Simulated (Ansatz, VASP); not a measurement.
**TaAlMo3 in VASP and in Ansatz**

The input INCAR:

```
PREC = Accurate
ENCUT = 520
EDIFF = 1E-6
ISMEAR = 0
SIGMA = 0.1
LREAL = F
LASPH = T
NELM = 100
ALGO = Fast
ISIF = 2
LWAVE = F
LCHARG = F
GGA = PE
NBANDS = 36
```

The input KPOINTS:

```
regular mesh
0
Gamma
  6 6 2
```

File POSCAR:

```
TaAlMo3
1.0
    3.6312637200      0.0000000000      0.0000000000
    0.0000000000      3.6312637200      0.0000000000
    0.0000000000      0.0000000000      7.9095828500
Ta Al Mo
1 1 3
Direct
    0.0000000000      0.0000000000      0.5000000000
    0.5000000000      0.5000000000      0.0000000000
    0.5000000000      0.5000000000      0.3309650600
    0.5000000000      0.5000000000      0.6690349400
    0.0000000000      0.0000000000      0.0000000000
```

Input for Ansatz:

```yaml
crystal:
  lattice:
    - [3.63126372, 0.0, 0.0]
    - [0.0, 3.63126372, 0.0]
    - [0.0, 0.0, 7.90958285]
  atoms:
    - { symbol: Ta, position: [0.0, 0.0, 0.5] }
    - { symbol: Al, position: [0.5, 0.5, 0.0] }
    - { symbol: Mo, position: [0.5, 0.5, 0.33096506] }
    - { symbol: Mo, position: [0.5, 0.5, 0.66903494] }
    - { symbol: Mo, position: [0.0, 0.0, 0.0] }
basis:
  ecutwfc: 420
kpoints:
  mp_grid: { grid: [6, 6, 2] }
hamiltonian:
  xc: pbe
scf:
  occupations: { method: gaussian, width: 0.1 }
  lower_state_search: "off"
output:
  forces: true
  stress: true
  eigenvalues: true
```

Alike in both runs: task single point; functional PBE; k mesh 6 × 6 × 2; occupations gaussian, width 0.1 eV; no spin polarisation.

|  | VASP | Ansatz |
| --- | --- | --- |
| version | VASP 6.6.1 | Ansatz 0.2.0 |
| potentials or method | VASP PAW PBE potentials, release 64 (Ta_pv, Al, Mo_sv), cutoff 520 eV | scalar-relativistic, plane waves, PAW |
| valence electrons in the cell | 56 | 58 |

|  | VASP | Ansatz | Ansatz less VASP |
| --- | --- | --- | --- |
| gap on the k mesh at the Fermi level (eV) | none | none | - |
| pressure (GPa) | -18.3 | -18.4 | -0.10 |
| traceless stress, the component that is largest in VASP (GPa) | 0.88 | 0.89 | +0.007 |
| rms of the force components (eV/Å) | 0.515 | 0.516 | +0.0011 |

Atom by atom the forces differ by 0.001 eV/Å (rms over components). A gap of «none» marks a metal or a gap that the smearing closes. With one functional, cell and mesh, what is left measures potentials, basis and numerics. VASP's potentials hold 56 valence electrons a cell and Ansatz's 58, so a difference there can come from the potentials and not from the codes.

The k mesh is coarse, so the values compare programs but aren't converged. Neither program's run includes spin-orbit coupling.
